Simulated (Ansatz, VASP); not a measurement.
# ZnC3 in VASP and in Ansatz

The input INCAR:

```
ALGO = Normal
EDIFF = 1E-6
ENCUT = 520
GGA = PE
ISIF = 2
ISMEAR = 0
LASPH = True
LCHARG = False
LREAL = False
LWAVE = False
NBANDS = 20
NELM = 100
PREC = Accurate
SIGMA = 0.1
```

File KPOINTS:

```
k-points
0
Gamma
  6 6 4
```

The input POSCAR:

```
ZnC3
1.0
    3.3498353200      0.0000000000      0.0000000000
   -1.6749176600      2.9010424900      0.0000000000
    0.0000000000      0.0000000000      4.5180242700
Zn C
1 3
Direct
    0.0000000000      0.0000000000      0.5000000000
    0.5000000000      0.0000000000      0.0000000000
    0.0000000000      0.5000000000      0.0000000000
    0.5000000000      0.5000000000      0.0000000000
```

Input for Ansatz:

```yaml
crystal:
  lattice:
    - [3.34983532, 0.0, 0.0]
    - [-1.67491766, 2.90104249, 0.0]
    - [0.0, 0.0, 4.51802427]
  atoms:
    - { symbol: Zn, position: [0.0, 0.0, 0.5] }
    - { symbol: C, position: [0.5, 0.0, 0.0] }
    - { symbol: C, position: [0.0, 0.5, 0.0] }
    - { symbol: C, position: [0.5, 0.5, 0.0] }
basis:
  ecutwfc: 420
kpoints:
  mp_grid: { grid: [6, 6, 4] }
hamiltonian:
  xc: pbe
scf:
  occupations: { method: gaussian, width: 0.1 }
  lower_state_search: "off"
output:
  forces: true
  stress: true
  eigenvalues: true
```

Alike in both runs: task single point; functional PBE; k mesh 6 × 6 × 4; occupations gaussian, width 0.1 eV; no spin polarisation.

```csv
,VASP,Ansatz
version,VASP 6.6.1,Ansatz 0.2.0
potentials or method,"VASP PAW PBE potentials, release 64 (Zn, C), cutoff 520 eV","scalar-relativistic, plane waves, PAW"
valence electrons in the cell,24,24
```

Ansatz gave:

| Item | Value |
| --- | --- |
| gap on the k mesh at the Fermi level (eV) | none |
| pressure (GPa) | -9.7 |
| traceless stress, the component that is largest in VASP (GPa) | 14.37 |

Which values does VASP return?

gap on the k mesh at the Fermi level (eV): none; pressure (GPa): -9.6; traceless stress, the component that is largest in VASP (GPa): 14.28.

A gap of «none» marks a metal or a gap that the smearing closes.

The k mesh is coarse, so the values compare programs but aren't converged.
